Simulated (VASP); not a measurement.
A run of VASP 6.6.1 is set up as follows.

The input POSCAR:

```
Zr
1.0
    0.0000000000      2.2629968974      2.2629968974
    2.2629968974      0.0000000000      2.2629968974
    2.2629968974      2.2629968974      0.0000000000
Zr
1
Direct
    0.0000000000      0.0000000000      0.0000000000
```

INCAR.step1

```
SYSTEM = Zr
PREC     = Accurate       ! precision mode
ENCUT    = 600            ! plane-wave cutoff, eV
ISMEAR   = 0              ! smearing method
SIGMA    = 0.1            ! smearing width, eV
LREAL    = .FALSE.        ! projectors in reciprocal space
LASPH    = .TRUE.         ! aspherical terms in the spheres
NELM     = 100            ! most SCF steps
GGA      = PE             ! functional
ALGO     = Normal         ! electronic algorithm
EDIFF    = 1E-4           ! SCF threshold, eV
LWAVE    = .TRUE.         ! write WAVECAR
LCHARG   = .FALSE.        ! write CHGCAR
```

INCAR.step2

```
SYSTEM = Zr
PREC     = Accurate       ! precision mode
ENCUT    = 600            ! plane-wave cutoff, eV
EDIFF    = 1E-6           ! SCF threshold, eV
ISMEAR   = 0              ! smearing method
SIGMA    = 0.1            ! smearing width, eV
LREAL    = .FALSE.        ! projectors in reciprocal space
LASPH    = .TRUE.         ! aspherical terms in the spheres
NELM     = 100            ! most SCF steps
ALGO     = Normal         ! electronic algorithm
ISIF     = 3              ! what is computed and relaxed
LWAVE    = .FALSE.        ! write WAVECAR
LCHARG   = .FALSE.        ! write CHGCAR
METAGGA  = R2SCAN         ! meta-GGA
LMIXTAU  = .TRUE.       
IBRION   = 2              ! ionic algorithm
NSW      = 80             ! ionic steps
EDIFFG   = -0.01          ! ionic threshold
ISTART   = 1
```

File KPOINTS:

```
Automatic mesh
0
G
  16 16 16
  0 0 0
```

Potentials or basis: VASP PAW PBE potentials, release 64 (Zr_sv).

Command:

```console
$ cat potpaw_PBE.64/Zr_sv/POTCAR > POTCAR
$ cp INCAR.step1 INCAR
$ mpirun -np 1 vasp_std > vasp.out
$ cp INCAR.step2 INCAR
$ mpirun -np 1 vasp_std > vasp.out
```

(1) Predict the relaxed volume.

(2) What does it give for the space group after relaxing (to 0.05 Å)?

(3) What does it give for the band gap on the k mesh?

(4) What does it give for the relaxed cell?

## Answers

(1) 23.34 Å³/atom.

(2) Fm-3m (No. 225).

(3) zero (band 6 reaches 10.01 eV, above the bottom of band 7 at 8.45 eV).

(4) a = 3.208 Å, b = 3.208 Å, c = 3.208 Å, α = 60.00°, β = 60.00°, γ = 60.00°.

Caveat: the PAW data sets were made with another functional, which shifts forces and pressure a little.
